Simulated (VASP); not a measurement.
A run of VASP 6.6.1:

File INCAR:

```
SYSTEM = Ga2AsP
PREC = Accurate
ENCUT = 520
EDIFF = 1E-7
ISMEAR = 0
SIGMA = 0.01
LREAL = .False.
LASPH = .True.
NELM = 80
ALGO = Normal
ISIF = 2
LWAVE = .False.
LCHARG = .True.
GGA = PE
LELF = .True.
LVHAR = .True.
NBANDS = 26
```

KPOINTS

```
regular mesh
0
Gamma
  6 6 6
  0 0 0
```

File POSCAR:

```
Ga2AsP
1.0
    3.9313280002      0.0000000000      0.0000000000
    0.0000000000      3.9313280002      0.0000000000
    0.0000000000      0.0000000000      5.5531814483
P Ga As
1 2 1
Direct
    0.0000000000      0.0000000000      0.0000000000
    0.0000000000      0.5000000000      0.7585251818
    0.5000000000      0.0000000000      0.2414748182
    0.5000000000      0.5000000000      0.5000000000
```

Potentials or basis: VASP PAW PBE potentials, release 64 (P, Ga_d, As).

The run is started by

```bash
$ cat potpaw_PBE.64/P/POTCAR potpaw_PBE.64/Ga_d/POTCAR potpaw_PBE.64/As/POTCAR > POTCAR
$ mpirun -np 1 vasp_std > vasp.out
```

Hardware: 1 thread of Intel(R) Xeon(R) 6975P-C (Granite Rapids) (shared host).

**Question.** Estimate the wall time of this run.

**Answer.** Wall time 100 s on 1 thread of Intel(R) Xeon(R) 6975P-C (Granite Rapids), with other jobs on the host, peak memory 0.23 GiB. Counts: scf iterations 15, k points 40.
